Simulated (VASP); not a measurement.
# LiMg6Mo (R-3) in VASP: further runs

Runs on LiMg6Mo. Level: PBE. Tasks: single point, relaxation of cell and atoms.

Everything below comes from runs of VASP 6.6.1. Logs are shortened: lines on timing, memory, paths and dates and some standing lists are left out, and cuts for length are marked.

## Step 1: The cell of the first run

Symmetry: R-3, No. 148, trigonal system. The conventional cell has a = 7.358 Å, b = 7.358 Å, c = 10.480 Å, α = 90.00°, β = 90.00°, γ = 120.00°. Li (site symmetry -3) has 12 Mg at 2.97 to 3.22 Å within 3.9 Å. Within 3.5 Å of Mg (site symmetry 1) lie 8 Mg at 2.65 to 3.38 Å and 2 Li at 2.97 to 3.22 Å and 2 Mo at 2.97 to 3.13 Å. Mo (site symmetry -3) has 12 Mg at 2.97 to 3.13 Å within 3.9 Å.

## Step 2: Single point, PBE

Contents of INCAR:

```
SYSTEM = LiMg6Mo
PREC = Accurate
ENCUT = 520
EDIFF = 1E-7
ISMEAR = 0
SIGMA = 0.1
LREAL = .False.
LASPH = .True.
NELM = 80
ALGO = Fast
ISIF = 2
LWAVE = .False.
LCHARG = .False.
GGA = PE
NBANDS = 24
```

Contents of KPOINTS:

```
regular mesh
0
Gamma
  6 6 6
  0 0 0
```

Contents of POSCAR:

```
LiMg6Mo
1.0
    3.6791610510      2.1241646232      3.4932014462
   -3.6791610510      2.1241646232      3.4932014462
    0.0000000000     -4.2483292464      3.4932014463
Li Mg Mo
1 6 1
Direct
    0.0000000000      0.0000000000      0.0000000000
    0.2587441619      0.4971157098      0.0102412258
    0.0102412258      0.2587441619      0.4971157098
    0.4971157098      0.0102412258      0.2587441619
    0.7412558381      0.5028842902      0.9897587742
    0.9897587742      0.7412558381      0.5028842902
    0.5028842902      0.9897587742      0.7412558381
    0.5000000000      0.5000000000      0.5000000000
```

Potentials or basis: VASP PAW PBE potentials, release 64 (Li_sv, Mg, Mo_sv).

Started as:

```sh
> cat potpaw_PBE.64/Li_sv/POTCAR potpaw_PBE.64/Mg/POTCAR potpaw_PBE.64/Mo_sv/POTCAR > POTCAR
> mpirun -np 1 vasp_std > vasp.out
```

OUTCAR:

```text
SYSTEM = LiMg6Mo
   PREC = Accurate
   ENCUT = 520
   EDIFF = 1E-7
   ISMEAR = 0
   LREAL = .False.
   LASPH = .True.
   NELM = 80
   ISIF = 2
   GGA = PE

 ion  position               nearest neighbor table
   1  0.000  0.000  0.000-   5 2.97   2 2.97   7 2.97   4 2.97   6 2.97   3 2.97
   2  0.259  0.497  0.010-   5 2.65   5 2.86   1 2.97   8 2.97   4 3.10   3 3.10   8 3.13   7 3.29
                             6 3.29   7 3.38   6 3.38
   3  0.010  0.259  0.497-   6 2.65   6 2.86   1 2.97   8 2.97   4 3.10   2 3.10   8 3.13   7 3.29
                             5 3.29   7 3.38   5 3.38
   4  0.497  0.010  0.259-   7 2.65   7 2.86   1 2.97   8 2.97   3 3.10   2 3.10   8 3.13   5 3.29
                             6 3.29   6 3.38   5 3.38
   5  0.741  0.503  0.990-   2 2.65   2 2.86   1 2.97   8 2.97   7 3.10   6 3.10   8 3.13   4 3.29
                             3 3.29   4 3.38   3 3.38
   6  0.990  0.741  0.503-   3 2.65   3 2.86   1 2.97   8 2.97   7 3.10   5 3.10   8 3.13   4 3.29
                             2 3.29   4 3.38   2 3.38
   7  0.503  0.990  0.741-   4 2.65   4 2.86   1 2.97   8 2.97   6 3.10   5 3.10   8 3.13   2 3.29
                             3 3.29   3 3.38   2 3.38
   8  0.500  0.500  0.500-   3 2.97   6 2.97   7 2.97   4 2.97   2 2.97   5 2.97   6 3.13   3 3.13
                             7 3.13   4 3.13   5 3.13   2 3.13

  LATTYP: Found a trigonal (rhomboedric) cell.
 ALAT       =     5.5000688841
 COS(alpha) =     0.1050653236

  Lattice vectors:

 A1 = (   3.6791610510,   2.1241646232,   3.4932014462)
 A2 = (  -3.6791610510,   2.1241646232,   3.4932014462)
 A3 = (   0.0000000000,  -4.2483292464,   3.4932014463)

Analysis of symmetry for initial positions (statically):
=====================================================================
 Subroutine PRICEL returns:
 Original cell was already a primitive cell.

 Routine SETGRP: Setting up the symmetry group for a
 trigonal (rhombohedral) supercell.

 Subroutine GETGRP returns: Found  6 space group operations
 (whereof  6 operations were pure point group operations)
 out of a pool of 12 trial point group operations.

The static configuration has the point symmetry S_6 .

Analysis of symmetry for dynamics (positions and initial velocities):
=====================================================================
 Subroutine PRICEL returns:
 Original cell was already a primitive cell.

 Routine SETGRP: Setting up the symmetry group for a
 trigonal (rhombohedral) supercell.

 Subroutine GETGRP returns: Found  6 space group operations
 (whereof  6 operations were pure point group operations)
 out of a pool of 12 trial point group operations.

The dynamic configuration has the point symmetry S_6 .

 Subroutine INISYM returns: Found  6 space group operations
 (whereof  6 operations are pure point group operations),
 and found     1 'primitive' translations

----------------------------------------------------------------------------------------

                                     Primitive cell

  volume of cell :     163.7992

  direct lattice vectors                    reciprocal lattice vectors
     3.679161051  2.124164623  3.493201446     0.135900547  0.078462217  0.095423450
    -3.679161051  2.124164623  3.493201446    -0.135900547  0.078462217  0.095423450
     0.000000000 -4.248329246  3.493201446     0.000000000 -0.156924435  0.095423450

  length of vectors
     5.500068884  5.500068884  5.500068884     0.183659775  0.183659775  0.183659775

  position of ions in fractional coordinates (direct lattice)
     0.000000000  0.000000000  0.000000000
     0.258744162  0.497115710  0.010241226
     0.010241226  0.258744162  0.497115710
     0.497115710  0.010241226  0.258744162
     0.741255838  0.502884290  0.989758774
     0.989758774  0.741255838  0.502884290
     0.502884290  0.989758774  0.741255838
     0.500000000  0.500000000  0.500000000

  ion indices of the primitive-cell ions
   primitive index   ion index
                 1           1
                 2           2
                 3           3
                 4           4
                 5           5
                 6           6
                 7           7
                 8           8

----------------------------------------------------------------------------------------

 KPOINTS: regular mesh

Automatic generation of k-mesh.
 Grid dimensions read from file:
 generate k-points for:    6    6    6

 Generating k-lattice:

  Cartesian coordinates                     Fractional coordinates (reciprocal lattice)
     0.022650091  0.013077036  0.015903908     0.166666667  0.000000000 -0.000000000
    -0.022650091  0.013077036  0.015903908     0.000000000  0.166666667 -0.000000000
     0.000000000 -0.026154072  0.015903908    -0.000000000 -0.000000000  0.166666667

  Length of vectors
     0.030609963  0.030609963  0.030609963

  Shift w.r.t. Gamma in fractional coordinates (k-lattice)
     0.000000000  0.000000000  0.000000000

 Subroutine IBZKPT returns following result:
 ===========================================

 Found     40 irreducible k-points:

 Following reciprocal coordinates:
            Coordinates               Weight
  0.000000  0.000000  0.000000      1.000000
  0.166667  0.000000 -0.000000      6.000000
  0.333333  0.000000 -0.000000      6.000000
  0.500000 -0.000000 -0.000000      3.000000
  0.166667  0.166667 -0.000000      6.000000
  0.333333  0.166667 -0.000000      6.000000
[... 16 lines left out ...]
  0.333333  0.333333  0.166667      6.000000
  0.500000  0.333333  0.166667      6.000000
 [... further k-points ...]
   k-points           NKPTS =     40   k-points in BZ     NKDIM =     40   number of bands    NBANDS=     24
   number of dos      NEDOS =    301   number of ions     NIONS =      8
   total plane-waves  NPLWV =  74088
   dimension x,y,z NGX =    42 NGY =   42 NGZ =   42
   dimension x,y,z NGXF=    84 NGYF=   84 NGZF=   84
   ions per type =               1   6   1
   NGX,Y,Z   is equivalent  to a cutoff of  12.69, 12.69, 12.69 a.u.
   NGXF,Y,Z  is equivalent  to a cutoff of  25.39, 25.39, 25.39 a.u.
 SYSTEM =  LiMg6Mo
   PREC   = accura    normal or accurate (medium, high low for compatibility)
   ISTART =      0    job   : 0-new  1-cont  2-samecut
   ICHARG =      2    charge: 1-file 2-atom 10-const
   ISPIN  =      1    spin polarized calculation?
   LNONCOLLINEAR =      F non collinear calculations
   LSORBIT =      F    spin-orbit coupling
   LASPH  =      T    aspherical Exc in radial PAW
   ENCUT  =  520.0 eV  38.22 Ry    6.18 a.u.  10.23 10.23 10.23*2*pi/ulx,y,z
   NELM   =     80;   NELMIN=  2; NELMDL= -5     # of ELM steps
   EDIFF  = 0.1E-06   stopping-criterion for ELM
   LREAL  =      F    real-space projection
   EDIFFG = 0.1E-05   stopping-criterion for IOM
   NSW    =      0    number of steps for IOM
   IBRION =     -1    ionic relax: 0-MD 1-quasi-New 2-CG
   NFREE  =      0    steps in history (QN), initial steepest desc. (CG)
   ISIF   =      2    stress and relaxation
   ISYM   =      2    0-nonsym 1-usesym 2-fastsym
   POTIM  = 0.5000    time-step for ionic-motion
   TEBEG  =    0.0;   TEEND  =   0.0 temperature during run
   PSTRESS=    0.0 pullay stress
   NELECT =      29.0000    total number of electrons
   NUPDOWN=      -1.0000    fix difference up-down
   EMIN   =  10.00;   EMAX   =-10.00  energy-range for DOS
   EFERMI =   0.00;   METHOD = LEGACY
   ISMEAR =     0;   SIGMA  =   0.10  broadening in eV -4-tet -1-fermi 0-gaus
   EFERMI_NEDOS =   21; number of points for ismear=-14 and -15
   IALGO  =     68    algorithm
   IMIX   =      4    mixing-type and parameters
     AMIX     =   0.40;   BMIX     =  1.00
     AMIX_MAG =   1.60;   BMIX_MAG =  1.00
  volume/ion in A,a.u.               =      20.47       138.17
  Fermi-wavevector in a.u.,A,eV,Ry     =   0.919257  1.737144 11.497374  0.845033
  Thomas-Fermi vector in A             =   2.044430
   LORBIT       =      0    0 simple, 1 ext, 2 COOP (PROOUT), +10 PAW based schemes
   GGA     = PE    functional components
   LHFCALC =     F    Hartree Fock is set to
   AEXX    =    0.0000 exact exchange contribution
   IVDW    =     0    specifies the selected vdW correction
   LEPSILON=     F    determine dielectric tensor
   LRPA    =     F    only Hartree local field effects (RPA)
 non-spin polarized calculation
 RMM-DIIS sequential band-by-band and
 Gauss-broadening in eV      SIGMA  =   0.10
  energy-cutoff  :      520.00
  volume of cell :      163.80
 maximum number of plane-waves:      4452
 NGX is ok and might be reduce to    42
   NGX = 21   NGY = 21   NGZ = 21

 number of electron      28.9999986 magnetization

 Free energy of the ion-electron system (eV)
  ---------------------------------------------------
  ext. energy  EPLUGINS =         0.00000000
  ---------------------------------------------------
  free energy    TOTEN  =       -19.47175056 eV

  energy without entropy =      -19.45097212  energy(sigma->0) =      -19.46136134

 E-fermi :   3.3750     XC(G=0):  -9.0055

 val. band max:        3.3733261718   @ k =  -0.3333   0.1667   0.0000
 cond. band min:       3.3900757789   @ k =   0.1667   0.1667   0.1667
 fundamental gap:      0.0167496071
 Fermi energy:         3.3750097995

 k-point     1 :       0.0000    0.0000    0.0000
  band No.  band energies     occupation
      1     -56.9612      2.00000
      2     -43.3475      2.00000
      3     -31.0741      2.00000
      4     -31.0741      2.00000
      5     -30.9724      2.00000
      6      -3.2892      2.00000
[... 16 lines left out ...]
     23       7.1304      0.00000
     24       7.1305      0.00000

 k-point     2 :       0.1667    0.0000   -0.0000
  band No.  band energies     occupation
      1     -56.9612      2.00000
      2     -43.3475      2.00000
      3     -31.0741      2.00000
      4     -31.0741      2.00000
      5     -30.9724      2.00000
      6      -3.1482      2.00000
[... 16 lines left out ...]
     23       7.2176      0.00000
     24       7.4198      0.00000

 k-point     3 :       0.3333    0.0000   -0.0000
  band No.  band energies     occupation
      1     -56.9612      2.00000
      2     -43.3475      2.00000
      3     -31.0742      2.00000
      4     -31.0740      2.00000
      5     -30.9724      2.00000
      6      -2.7333      2.00000
[... 16 lines left out ...]
     23       7.1011      0.00000
     24       7.6301      0.00000

 k-point     4 :       0.5000   -0.0000   -0.0000
  band No.  band energies     occupation
      1     -56.9612      2.00000
      2     -43.3475      2.00000
      3     -31.0742      2.00000
      4     -31.0740      2.00000
      5     -30.9725      2.00000
      6      -2.1913      2.00000
[... 16 lines left out ...]
     23       7.4691      0.00000
     24       7.7510      0.00000

 k-point     5 :       0.1667    0.1667   -0.0000
  band No.  band energies     occupation
      1     -56.9612      2.00000
      2     -43.3475      2.00000
      3     -31.0741      2.00000
      4     -31.0741      2.00000
      5     -30.9724      2.00000
      6      -3.0339      2.00000
[... 451 lines left out ...]
 k-point    22 :      -0.1667    0.1667    0.1667
  band No.  band energies     occupation
      1     -56.9612      2.00000
      2     -43.3475      2.00000
      3     -31.0741      2.00000
      4     -31.0741      2.00000
      5     -30.9724      2.00000
      6      -2.8406      2.00000
[... 16 lines left out ...]
     23       7.1073      0.00000
     24       7.3445      0.00000

 k-point    23 :       0.3333    0.3333    0.1667
  band No.  band energies     occupation
      1     -56.9612      2.00000
      2     -43.3475      2.00000
      3     -31.0742      2.00000
      4     -31.0741      2.00000
      5     -30.9725      2.00000
      6      -2.2501      2.00000
[... 16 lines left out ...]
     23       7.7075      0.00000
     24       8.4648      0.00000

 k-point    24 :       0.5000    0.3333    0.1667
  band No.  band energies     occupation
      1     -56.9612      2.00000
      2     -43.3475      2.00000
      3     -31.0743      2.00000
      4     -31.0741      2.00000
      5     -30.9726      2.00000
      6      -1.6727      2.00000
[... 16 lines left out ...]
     23       7.6218      0.00000
     24       8.4593      0.00000

 [... further k-points ...]

------------------------ aborting loop because EDIFF is reached ----------------------------------------

  FORCE on cell =-STRESS in cart. coord.  units (eV):
  Direction    XX          YY          ZZ          XY          YZ          ZX
  --------------------------------------------------------------------------------------
  -------------------------------------------------------------------------------------
  Total       -0.0791371     -0.0791371     -0.1049158     -0.0000001      0.0000000      0.0000000
  in kB       -0.7740675     -0.7740675     -1.0262181     -0.0000006      0.0000000      0.0000000
  external PRESSURE =      -0.8581177 kB  Pullay stress =       0.0000000 kB

 VOLUME and BASIS-vectors are now :
 -----------------------------------------------------------------------------
  energy-cutoff  :      520.00
  volume of cell :      163.80
      direct lattice vectors                 reciprocal lattice vectors
     3.679161051  2.124164623  3.493201446     0.135900547  0.078462217  0.095423450
    -3.679161051  2.124164623  3.493201446    -0.135900547  0.078462217  0.095423450
     0.000000000 -4.248329246  3.493201446     0.000000000 -0.156924435  0.095423450

 POSITION                                       TOTAL-FORCE (eV/Angst)
 -----------------------------------------------------------------------------------
      0.00000      0.00000      0.00000        -0.000000     -0.000000     -0.000000
     -0.87701      1.56206      2.67615         0.002810      0.000978      0.005303
     -0.91428     -1.54054      2.67615        -0.002252      0.001945      0.005303
      1.79129     -0.02152      2.67615        -0.000558     -0.002923      0.005303
      0.87701     -1.56206      7.80346        -0.002810     -0.000978     -0.005303
      0.91428      1.54054      7.80346         0.002252     -0.001945     -0.005303
     -1.79129      0.02152      7.80346         0.000558      0.002923     -0.005303
      0.00000      0.00000      5.23980        -0.000000     -0.000000     -0.000000
 -----------------------------------------------------------------------------------
    total drift:                                0.000000      0.000000     -0.000000

  FREE ENERGIE OF THE ION-ELECTRON SYSTEM (eV)
  ---------------------------------------------------
  free  energy   TOTEN  =       -19.4717505611 eV

  energy  without entropy=      -19.4509721153  energy(sigma->0) =      -19.46136134
```

It took 2 min on 1 thread of AMD EPYC 9R45 (Zen 5), shared host; peak memory 0.33 GiB.

What came out:

```
Free energy            : -19.4718 eV
Largest force          : 0.006 eV/Å
Band gap on the k mesh : zero (an odd number of electrons rules out a gap without spin polarisation)
```

Forces on the atoms (eV/Å):
```
Li   0.000  0.000  0.000
Mg   0.003  0.001  0.005
Mg  -0.002  0.002  0.005
Mg  -0.001 -0.003  0.005
Mg  -0.003 -0.001 -0.005
Mg   0.002 -0.002 -0.005
Mg   0.001  0.003 -0.005
Mo   0.000  0.000  0.000
```

Caveat: the cutoff is under 1.25 times the usual one of these potentials, so pressure, stress and relaxed cells hold a basis-set (Pulay) error.

(Part 1 of 2 ends here.)
